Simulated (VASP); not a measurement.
# SiSe3 (Imma) in VASP: further runs

Runs on SiSe3. Level: PBE. Tasks: single point, relaxation of cell and atoms.

Program: VASP 6.6.1. These are calculated values, not measurements. Logs are shortened: lines on timing, memory, paths and dates and some standing lists are left out, and cuts for length are marked.

### Step 1. The cell of the first run

Symmetry: Imma, No. 74, orthorhombic system. The conventional cell has a = 6.505 Å, b = 9.200 Å, c = 6.505 Å, α = 90.00°, β = 90.00°, γ = 90.00°. Within 3.1 Å of Si (site symmetry 2/m) lie 6 Se at 2.31 to 2.33 Å. Within 3.1 Å of Se (site symmetry mm2) lie 2 Si at 2.33 Å. Se (site symmetry 2) has 2 Si at 2.31 Å within 3.1 Å.

### Step 2. Single point, PBE

The input, INCAR:

```
SYSTEM = SiSe3
PREC = Accurate
ENCUT = 520
EDIFF = 1E-6
ISMEAR = 0
SIGMA = 0.1
LREAL = .False.
LASPH = .True.
NELM = 60
ALGO = Normal
ISIF = 2
LWAVE = .False.
LCHARG = .False.
GGA = PE
NBANDS = 32
```

The input, KPOINTS:

```
Automatic mesh
0
Gamma
  4 4 4
  0 0 0
```

The input, POSCAR:

```
SiSe3
1.0
   -3.2526911900      4.6000000000      3.2526911900
    3.2526911900     -4.6000000000      3.2526911900
    3.2526911900      4.6000000000     -3.2526911900
Si Se
2 6
Direct
    0.0000000000      0.0000000000      0.0000000000
    0.5000000000      0.0000000000      0.5000000000
    0.1934350600      0.9434350600      0.2500000000
    0.7217175300      0.5000000000      0.7217175300
    0.2782824700      0.0000000000      0.7782824700
    0.8065649400      0.0565649400      0.7500000000
    0.2782824700      0.5000000000      0.2782824700
    0.7217175300      0.0000000000      0.2217175300
```

Potentials or basis: VASP PAW PBE potentials, release 64 (Si, Se).

Launch:

```sh
$ cat potpaw_PBE.64/Si/POTCAR potpaw_PBE.64/Se/POTCAR > POTCAR
$ mpirun -np 1 vasp_std > vasp.out
```

OUTCAR:

```text
SYSTEM = SiSe3
   PREC = Accurate
   ENCUT = 520
   EDIFF = 1E-6
   ISMEAR = 0
   LREAL = .False.
   LASPH = .True.
   NELM = 60
   ISIF = 2
   GGA = PE

 ion  position               nearest neighbor table
   1  0.000  0.000  0.000-   5 2.31   7 2.31   8 2.31   4 2.31   6 2.33   3 2.33
   2  0.500  0.000  0.500-   4 2.31   5 2.31   8 2.31   7 2.31   3 2.33   6 2.33
   3  0.193  0.943  0.250-   1 2.33   2 2.33
   4  0.722  0.500  0.722-   1 2.31   2 2.31
   5  0.278  0.000  0.778-   1 2.31   2 2.31
   6  0.807  0.057  0.750-   1 2.33   2 2.33
   7  0.278  0.500  0.278-   2 2.31   1 2.31
   8  0.722  0.000  0.222-   1 2.31   2 2.31

  LATTYP: Found a face centered cubic cell.
 ALAT       =     9.1999999902

  Lattice vectors:

 A1 = (   0.0000000000,   0.0000000000,  -6.5053823800)
 A2 = (  -3.2526911900,   4.6000000000,  -3.2526911900)
 A3 = (   3.2526911900,   4.6000000000,  -3.2526911900)

Analysis of symmetry for initial positions (statically):
=====================================================================
 Subroutine PRICEL returns:
 Original cell was already a primitive cell.

 Routine SETGRP: Setting up the symmetry group for a
 face centered cubic supercell.

 Subroutine GETGRP returns: Found  8 space group operations
 (whereof  4 operations were pure point group operations)
 out of a pool of 48 trial point group operations.

The static configuration has the point symmetry C_2h.
 The point group associated with its full space group is D_2h.

Analysis of symmetry for dynamics (positions and initial velocities):
=====================================================================
 Subroutine PRICEL returns:
 Original cell was already a primitive cell.

 Routine SETGRP: Setting up the symmetry group for a
 face centered cubic supercell.

 Subroutine GETGRP returns: Found  8 space group operations
 (whereof  4 operations were pure point group operations)
 out of a pool of 48 trial point group operations.

The dynamic configuration has the point symmetry C_2h.
 The point group associated with its full space group is D_2h.

 Subroutine INISYM returns: Found  8 space group operations
 (whereof  4 operations are pure point group operations),
 and found     1 'primitive' translations

----------------------------------------------------------------------------------------

                                     Primitive cell

  volume of cell :     194.6720

  direct lattice vectors                    reciprocal lattice vectors
    -3.252691190  4.600000000  3.252691190     0.000000000  0.108695652  0.153718866
     3.252691190 -4.600000000  3.252691190     0.153718866  0.000000000  0.153718866
     3.252691190  4.600000000 -3.252691190     0.153718866  0.108695652  0.000000000

  length of vectors
     6.505382383  6.505382383  6.505382383     0.188266392  0.217391305  0.188266392

  position of ions in fractional coordinates (direct lattice)
     0.000000000  0.000000000  0.000000000
     0.500000000  0.000000000  0.500000000
     0.193435060  0.943435060  0.250000000
     0.721717530  0.500000000  0.721717530
     0.278282470  0.000000000  0.778282470
     0.806564940  0.056564940  0.750000000
     0.278282470  0.500000000  0.278282470
     0.721717530  0.000000000  0.221717530

  ion indices of the primitive-cell ions
   primitive index   ion index
                 1           1
                 2           2
                 3           3
                 4           4
                 5           5
                 6           6
                 7           7
                 8           8

----------------------------------------------------------------------------------------

 KPOINTS: Automatic mesh

Automatic generation of k-mesh.
 Grid dimensions read from file:
 generate k-points for:    4    4    4

 Generating k-lattice:

  Cartesian coordinates                     Fractional coordinates (reciprocal lattice)
     0.000000000  0.027173913  0.038429716     0.250000000  0.000000000 -0.000000000
     0.038429716  0.000000000  0.038429716     0.000000000  0.250000000  0.000000000
     0.038429716  0.027173913  0.000000000    -0.000000000  0.000000000  0.250000000

  Length of vectors
     0.047066598  0.054347826  0.047066598

  Shift w.r.t. Gamma in fractional coordinates (k-lattice)
     0.000000000  0.000000000  0.000000000

 Subroutine IBZKPT returns following result:
 ===========================================

 Found     18 irreducible k-points:

 Following reciprocal coordinates:
            Coordinates               Weight
  0.000000  0.000000  0.000000      1.000000
  0.250000  0.000000 -0.000000      4.000000
 -0.250000  0.250000  0.000000      4.000000
  0.500000  0.000000 -0.000000      2.000000
  0.500000  0.500000  0.000000      2.000000
  0.000000  0.250000  0.000000      4.000000
[... 10 lines left out ...]
  0.250000  0.250000  0.250000      2.000000
  0.250000  0.500000 -0.250000      4.000000
   k-points           NKPTS =     18   k-points in BZ     NKDIM =     18   number of bands    NBANDS=     32
   number of dos      NEDOS =    301   number of ions     NIONS =      8
   total plane-waves  NPLWV = 110592
   dimension x,y,z NGX =    48 NGY =   48 NGZ =   48
   dimension x,y,z NGXF=    96 NGYF=   96 NGZF=   96
   ions per type =               2   6
   NGX,Y,Z   is equivalent  to a cutoff of  12.27, 12.27, 12.27 a.u.
   NGXF,Y,Z  is equivalent  to a cutoff of  24.53, 24.53, 24.53 a.u.
 SYSTEM =  SiSe3
   PREC   = accura    normal or accurate (medium, high low for compatibility)
   ISTART =      0    job   : 0-new  1-cont  2-samecut
   ICHARG =      2    charge: 1-file 2-atom 10-const
   ISPIN  =      1    spin polarized calculation?
   LNONCOLLINEAR =      F non collinear calculations
   LSORBIT =      F    spin-orbit coupling
   LASPH  =      T    aspherical Exc in radial PAW
   ENCUT  =  520.0 eV  38.22 Ry    6.18 a.u.  12.10 12.10 12.10*2*pi/ulx,y,z
   NELM   =     60;   NELMIN=  2; NELMDL= -5     # of ELM steps
   EDIFF  = 0.1E-05   stopping-criterion for ELM
   LREAL  =      F    real-space projection
   EDIFFG = 0.1E-04   stopping-criterion for IOM
   NSW    =      0    number of steps for IOM
   IBRION =     -1    ionic relax: 0-MD 1-quasi-New 2-CG
   NFREE  =      0    steps in history (QN), initial steepest desc. (CG)
   ISIF   =      2    stress and relaxation
   ISYM   =      2    0-nonsym 1-usesym 2-fastsym
   POTIM  = 0.5000    time-step for ionic-motion
   TEBEG  =    0.0;   TEEND  =   0.0 temperature during run
   PSTRESS=    0.0 pullay stress
   NELECT =      44.0000    total number of electrons
   NUPDOWN=      -1.0000    fix difference up-down
   EMIN   =  10.00;   EMAX   =-10.00  energy-range for DOS
   EFERMI =   0.00;   METHOD = LEGACY
   ISMEAR =     0;   SIGMA  =   0.10  broadening in eV -4-tet -1-fermi 0-gaus
   EFERMI_NEDOS =   21; number of points for ismear=-14 and -15
   IALGO  =     38    algorithm
   IMIX   =      4    mixing-type and parameters
     AMIX     =   0.40;   BMIX     =  1.00
     AMIX_MAG =   1.60;   BMIX_MAG =  1.00
  volume/ion in A,a.u.               =      24.33       164.21
  Fermi-wavevector in a.u.,A,eV,Ry     =   0.997221  1.884474 13.530298  0.994449
  Thomas-Fermi vector in A             =   2.129362
   LORBIT       =      0    0 simple, 1 ext, 2 COOP (PROOUT), +10 PAW based schemes
   GGA     = PE    functional components
   LHFCALC =     F    Hartree Fock is set to
   AEXX    =    0.0000 exact exchange contribution
   IVDW    =     0    specifies the selected vdW correction
   LEPSILON=     F    determine dielectric tensor
   LRPA    =     F    only Hartree local field effects (RPA)
 non-spin polarized calculation
 Gauss-broadening in eV      SIGMA  =   0.10
  energy-cutoff  :      520.00
  volume of cell :      194.67
 maximum number of plane-waves:      5297
   NGX = 25   NGY = 25   NGZ = 25

 number of electron      44.0000000 magnetization

 Free energy of the ion-electron system (eV)
  ---------------------------------------------------
  ext. energy  EPLUGINS =         0.00000000
  ---------------------------------------------------
  free energy    TOTEN  =       -27.96985605 eV

  energy without entropy =      -27.94125377  energy(sigma->0) =      -27.95555491

 E-fermi :   3.1928     XC(G=0):  -8.9491

 val. band max:        3.1843513336   @ k =   0.5000  -0.2500   0.2500
 cond. band min:       3.2062333497   @ k =  -0.2500   0.2500   0.0000
 fundamental gap:      0.0218820161
 Fermi energy:         3.1927651487

 k-point     1 :       0.0000    0.0000    0.0000
  band No.  band energies     occupation
      1     -12.3576      2.00000
      2      -9.9476      2.00000
      3      -9.8761      2.00000
      4      -9.8196      2.00000
      5      -8.7491      2.00000
      6      -8.7285      2.00000
[... 24 lines left out ...]
     31       8.3476      0.00000
     32       8.4541      0.00000

 k-point     2 :       0.2500    0.0000   -0.0000
  band No.  band energies     occupation
      1     -12.1416      2.00000
      2     -10.5916      2.00000
      3      -9.7554      2.00000
      4      -9.7383      2.00000
      5      -8.9775      2.00000
      6      -8.9593      2.00000
[... 24 lines left out ...]
     31       9.2734      0.00000
     32       9.3008      0.00000
[... 523 lines left out ...]
     31      10.2471      0.00000
     32      10.2471      0.00000

 k-point    18 :       0.2500    0.5000   -0.2500
  band No.  band energies     occupation
      1     -11.3672      2.00000
      2     -11.3260      2.00000
      3     -10.0637      2.00000
      4      -9.9814      2.00000
      5      -9.1825      2.00000
      6      -9.1729      2.00000
[... 24 lines left out ...]
     31      10.0370      0.00000
     32      10.7207      0.00000

------------------------ aborting loop because EDIFF is reached ----------------------------------------

  FORCE on cell =-STRESS in cart. coord.  units (eV):
  Direction    XX          YY          ZZ          XY          YZ          ZX
  --------------------------------------------------------------------------------------
  -------------------------------------------------------------------------------------
  Total       10.5987257      9.9949442     12.1246759      0.0000000     -0.0000000      0.0000000
  in kB       87.2289703     82.2597651     99.7877498      0.0000000     -0.0000000      0.0000000
  external PRESSURE =      89.7588284 kB  Pullay stress =       0.0000000 kB

 VOLUME and BASIS-vectors are now :
 -----------------------------------------------------------------------------
  energy-cutoff  :      520.00
  volume of cell :      194.67
      direct lattice vectors                 reciprocal lattice vectors
    -3.252691190  4.600000000  3.252691190     0.000000000  0.108695652  0.153718866
     3.252691190 -4.600000000  3.252691190     0.153718866  0.000000000  0.153718866
     3.252691190  4.600000000 -3.252691190     0.153718866  0.108695652  0.000000000

 POSITION                                       TOTAL-FORCE (eV/Angst)
 -----------------------------------------------------------------------------------
      0.00000      0.00000      0.00000        -0.000000     -0.000000      0.000000
      0.00000      4.60000      0.00000        -0.000000     -0.000000     -0.000000
      3.25269     -2.30000      2.88471        -0.000000     -0.000000     -0.721496
      1.62635      4.33980      1.62635        -0.000000     -0.626384      0.000000
      1.62635      4.86020     -1.62635        -0.000000      0.626384      0.000000
      0.00000      6.90000      0.36798         0.000000      0.000000      0.721496
      1.62635      0.26020      1.62635        -0.000000      0.626384      0.000000
     -1.62635      4.33980      1.62635        -0.000000     -0.626384      0.000000
 -----------------------------------------------------------------------------------
    total drift:                               -0.000000     -0.000000      0.000000

  FREE ENERGIE OF THE ION-ELECTRON SYSTEM (eV)
  ---------------------------------------------------
  free  energy   TOTEN  =       -27.9698560531 eV

  energy  without entropy=      -27.9412537743  energy(sigma->0) =      -27.95555491
```

Wall time 70 s (1 thread of Intel Xeon 6975P-C (Granite Rapids), shared host); peak memory 0.36 GiB.

What came out:

```yaml
Free_energy: -27.9699 eV
Pressure: 9.0 GPa
Largest_force: 0.721 eV/Å
Band_gap_on_the_k_mesh: zero (bands 22 and 23 overlap by 0.55 eV)
```

Forces on the atoms (eV/Å):
```
Si   0.000  0.000  0.000
Si   0.000  0.000  0.000
Se   0.000  0.000 -0.721
Se   0.000 -0.626  0.000
Se   0.000  0.626  0.000
Se   0.000  0.000  0.721
Se   0.000  0.626  0.000
Se   0.000 -0.626  0.000
```

Stress tensor (GPa, compression positive):
```
8.72 0.00 0.00
0.00 8.23 0.00
0.00 0.00 9.98
```

Levels at points of the mesh, in eV from the Fermi level:
| k point | band 19 | band 20 | band 21 | band 22 | band 23 | band 24 | band 25 | band 26 |
| --- | --- | --- | --- | --- | --- | --- | --- | --- |
| (0.00, 0.00, 0.00) | -0.41 | -0.21 | -0.05 | -0.05 | 1.16 | 1.38 | 1.42 | 2.58 |
| (0.50, 0.00, 0.00) | -0.42 | -0.41 | 0.23 | 0.30 | 0.42 | 0.42 | 0.73 | 0.79 |
| (0.50, 0.50, 0.00) | -0.73 | -0.73 | 0.23 | 0.23 | 0.33 | 0.33 | 1.01 | 1.01 |
| (0.00, 0.50, 0.00) | -1.55 | -1.33 | -1.19 | -0.21 | -0.19 | 0.80 | 2.22 | 3.09 |
| (0.50, 0.50, 0.50) | -1.71 | -1.28 | -1.24 | -0.36 | -0.16 | 1.41 | 1.59 | 3.02 |

Caveat: the cell stands under pressure.

### Step 3. Single point, PBE

This run uses another cell than the first one, of the same volume but with other edges.

The input, INCAR:

```
SYSTEM = SiSe3
ALGO = Normal
EDIFF = 1E-6
ENCUT = 520
GGA = PE
ISIF = 2
ISMEAR = 0
LASPH = .True.
LCHARG = .False.
LREAL = .False.
LWAVE = .False.
NBANDS = 32
NELM = 100
PREC = Accurate
SIGMA = 0.1
```

The input, KPOINTS:

```
k-points
0
Gamma
  4 4 4
  0 0 0
```

The input, POSCAR:

```
SiSe3
1.0
   -3.6959046857      3.9541413228      3.3323506187
    3.6959046857     -3.9541413228      3.3323506187
    3.6959046857      3.9541413228     -3.3323506187
Si Se
2 6
Direct
    0.0000000000      0.0000000000      0.0000000000
    0.5000000000      0.0000000000      0.5000000000
    0.0517100324      0.8017100324      0.2500000000
    0.6510827352      0.5000000000      0.6510827352
    0.3489172648      0.0000000000      0.8489172648
    0.9482899676      0.1982899676      0.7500000000
    0.3489172648      0.5000000000      0.3489172648
    0.6510827352      0.0000000000      0.1510827352
```

Potentials or basis: VASP PAW PBE potentials, release 64 (Si, Se).

Launch:

```sh
$ cat potpaw_PBE.64/Si/POTCAR potpaw_PBE.64/Se/POTCAR > POTCAR
$ mpirun -np 1 vasp_std > vasp.out
```

OUTCAR:

```text
SYSTEM = SiSe3
   EDIFF = 1E-6
   ENCUT = 520
   GGA = PE
   ISIF = 2
   ISMEAR = 0
   LASPH = .True.
   LREAL = .False.
   NELM = 100
   PREC = Accurate

 ion  position               nearest neighbor table
   1  0.000  0.000  0.000-   3 2.38   6 2.38   5 2.61   7 2.61   8 2.61   4 2.61
   2  0.500  0.000  0.500-   3 2.38   6 2.38   5 2.61   4 2.61   8 2.61   7 2.61
   3  0.052  0.802  0.250-   1 2.38   2 2.38
   4  0.651  0.500  0.651-   7 2.39   1 2.61   2 2.61
   5  0.349  0.000  0.849-   8 2.39   2 2.61   1 2.61
   6  0.948  0.198  0.750-   1 2.38   2 2.38
   7  0.349  0.500  0.349-   4 2.39   2 2.61   1 2.61
   8  0.651  0.000  0.151-   5 2.39   2 2.61   1 2.61

  LATTYP: Found a body centered orthorhombic cell.
 ALAT       =     6.6647012374
 B/A-ratio  =     1.1090983839
 C/A-ratio  =     1.1865922213

  Lattice vectors:

 A1 = (   3.6959046857,  -3.9541413228,   3.3323506187)
 A2 = (  -3.6959046857,  -3.9541413228,  -3.3323506187)
 A3 = (   3.6959046857,   3.9541413228,  -3.3323506187)

[... 185 lines left out ...]
 fundamental gap:      0.0683740273
 Fermi energy:         3.8043729242

 k-point     1 :       0.0000    0.0000    0.0000
  band No.  band energies     occupation
      1     -11.6929      2.00000
      2     -10.3360      2.00000
      3      -9.2999      2.00000
      4      -9.2356      2.00000
      5      -8.3912      2.00000
      6      -8.3180      2.00000
[... 619 lines left out ...]
     31       9.5639      0.00000
     32       9.8022      0.00000

------------------------ aborting loop because EDIFF is reached ----------------------------------------

  FORCE on cell =-STRESS in cart. coord.  units (eV):
  Direction    XX          YY          ZZ          XY          YZ          ZX
  --------------------------------------------------------------------------------------
  -------------------------------------------------------------------------------------
  Total        0.0806164      0.1031663      0.0654171      0.0000000      0.0000000      0.0000000
  in kB        0.6630564      0.8485255      0.5380449      0.0000000      0.0000000      0.0000000
  external PRESSURE =       0.6832089 kB  Pullay stress =       0.0000000 kB

 VOLUME and BASIS-vectors are now :
 -----------------------------------------------------------------------------
  energy-cutoff  :      520.00
  volume of cell :      194.80
      direct lattice vectors                 reciprocal lattice vectors
    -3.695904686  3.954141323  3.332350619     0.000000000  0.126449704  0.150044235
     3.695904686 -3.954141323  3.332350619     0.135284874  0.000000000  0.150044235
     3.695904686  3.954141323 -3.332350619     0.135284874  0.126449704  0.000000000

 POSITION                                       TOTAL-FORCE (eV/Angst)
 -----------------------------------------------------------------------------------
      0.00000      0.00000      0.00000        -0.000000     -0.000000     -0.000000
      0.00000      3.95414      0.00000        -0.000000      0.000000     -0.000000
      3.69590     -1.97707      2.01081         0.000000     -0.000000     -0.004304
      1.84795      3.17188      1.66618         0.000000      0.016477     -0.000000
      1.84795      4.73641     -1.66618        -0.000000     -0.016477     -0.000000
      0.00000      5.93121      1.32154         0.000000      0.000000      0.004304
      1.84795      0.78227      1.66618        -0.000000     -0.016477     -0.000000
     -1.84795      3.17188      1.66618         0.000000      0.016477     -0.000000
 -----------------------------------------------------------------------------------
    total drift:                               -0.000000     -0.000000     -0.000000

  FREE ENERGIE OF THE ION-ELECTRON SYSTEM (eV)
  ---------------------------------------------------
  free  energy   TOTEN  =       -31.7323905631 eV

  energy  without entropy=      -31.7134814767  energy(sigma->0) =      -31.72293602
```

OSZICAR:

```text
N       E                     dE             d eps       ncg     rms          rms(c)
DAV:   1     0.215791805696E+03    0.21579E+03   -0.17812E+04  1152   0.115E+03
DAV:   2    -0.134332620904E+02   -0.22923E+03   -0.22038E+03  1504   0.188E+02
DAV:   3    -0.317550951458E+02   -0.18322E+02   -0.18027E+02  1424   0.567E+01
DAV:   4    -0.320729432826E+02   -0.31785E+00   -0.31713E+00  1456   0.845E+00
DAV:   5    -0.320785122698E+02   -0.55690E-02   -0.55668E-02  1440   0.109E+00    0.946E+00
DAV:   6    -0.317832566303E+02    0.29526E+00   -0.43529E-01  1408   0.261E+00    0.587E+00
DAV:   7    -0.317340417341E+02    0.49215E-01   -0.25194E-01  1416   0.197E+00    0.130E+00
DAV:   8    -0.317318809716E+02    0.21608E-02   -0.18611E-02  1392   0.607E-01    0.314E-01
DAV:   9    -0.317322494826E+02   -0.36851E-03   -0.19189E-03  1392   0.189E-01    0.127E-01
DAV:  10    -0.317323628064E+02   -0.11332E-03   -0.27930E-04  1440   0.780E-02    0.427E-02
DAV:  11    -0.317323860899E+02   -0.23284E-04   -0.48733E-05  1400   0.316E-02    0.125E-02
DAV:  12    -0.317323902506E+02   -0.41607E-05   -0.75423E-06  1384   0.134E-02    0.768E-03
DAV:  13    -0.317323905631E+02   -0.31249E-06   -0.13684E-06   960   0.537E-03
   1 F= -.31732391E+02 E0= -.31722936E+02  d E =-.189091E-01
```

Run time: 61 s. Hardware: 1 thread of Intel Xeon 6975P-C (Granite Rapids), shared host; peak memory 0.35 GiB.

What came out:

- Free energy: -31.7324 eV
- Pressure: 0.1 GPa
- Largest force: 0.016 eV/Å
- Band gap on the k mesh: zero (bands 22 and 23 overlap by 0.28 eV)

Forces in eV/Å, atoms in the order of the input:
```
Si   0.000  0.000  0.000
Si   0.000  0.000  0.000
Se   0.000  0.000 -0.004
Se   0.000  0.016  0.000
Se   0.000 -0.016  0.000
Se   0.000  0.000  0.004
Se   0.000 -0.016  0.000
Se   0.000  0.016  0.000
```

(Part 1 of 2 ends here.)

The gap in the log of VASP goes by the Fermi energy; the results here count the filled bands.